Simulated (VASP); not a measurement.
Set up this calculation in VASP 6.6.1, as the native input.

```yaml
Task: relaxation of cell and atoms
Functional: PBE
Potentials_or_basis: VASP PAW PBE potentials, release 64 (Be, Sn_d, S)
Cutoff: 600 eV
k_mesh: 3 × 3 × 2
Occupations: gaussian, width 0.15 eV
Spin: no spin polarisation
Dipole_correction: no
Further_INCAR_settings: ALGO = Normal; EDIFF = 1e-07; IBRION = 2; EDIFFG = -0.08; NSW = 36; ISIF = 3
```

The structure of BeSn2S3 lies in POSCAR:

```
BeSn2S3
1.0
    3.5217196200     -3.0663164400      0.0000000000
    3.5217196200      3.0663164400      0.0000000000
   -0.1781263400      0.0000000000      6.6053495200
Be Sn S
1 2 3
Direct
    0.5000000000      0.5000000000      0.5000000000
    0.0000000000      0.0000000000      0.0000000000
    0.5000000000      0.5000000000      0.0000000000
    0.8326309300      0.8326309300      0.7421284600
    0.1673690700      0.1673690700      0.2578715400
    0.0000000000      0.0000000000      0.5000000000
```

The cell was generated, and may not be a known phase.

These files were run (other wordings do the same):

INCAR

```
SYSTEM = BeSn2S3
ALGO = Normal
EDIFF = 1E-7
EDIFFG = -0.08
ENCUT = 600
GGA = PE
GGA_COMPAT = .False.
IBRION = 2
ISIF = 3
ISMEAR = 0
LASPH = .True.
LCHARG = .False.
LREAL = .False.
LWAVE = .False.
NELM = 120
NELMIN = 4
NSW = 36
PREC = Accurate
SIGMA = 0.15
```

KPOINTS

```
k-points
0
Gamma
  3 3 2
  0 0 0
```

Potentials or basis: VASP PAW PBE potentials, release 64 (Be, Sn_d, S).

Run with:

```sh
$ cat potpaw_PBE.64/Be/POTCAR potpaw_PBE.64/Sn_d/POTCAR potpaw_PBE.64/S/POTCAR > POTCAR
$ mpirun -np 1 vasp_std > vasp.out
```

It gave:

```yaml
Relaxed_volume: 24.24 Å³/atom
Relaxed_cell: a = 4.306 Å, b = 4.306 Å, c = 7.863 Å, α = 92.78°, β = 92.78°, γ = 90.35°
Space_group_after_relaxing_to_0.1_Å: C2/m (No. 12)
Energy_gained_by_relaxing: 1201.4 meV/atom
Ionic_steps: 19
Pressure_after_relaxing: -0.1 GPa
Largest_force_after_relaxing: 0.056 eV/Å
Band_gap_on_the_k_mesh: zero (bands 24 and 25 overlap by 1.17 eV)
```

Caveat: the k points lie up to 0.49 Å⁻¹ apart in the final cell, too coarse for converged energies and pressures of a metal; a cell axis changed by over 15 % at a fixed basis, so the end point is rough; spin-orbit coupling is left out, which moves the levels of the heavy elements; the relaxation stopped at a loose force limit of 0.08 eV/Å, so its end isn't a converged minimum.

It took 11 min on 1 thread of Intel(R) Xeon(R) Platinum 8259CL CPU @ 2.50GHz (Skylake/Cascade Lake), with other jobs on the host, peak memory 0.31 GiB.
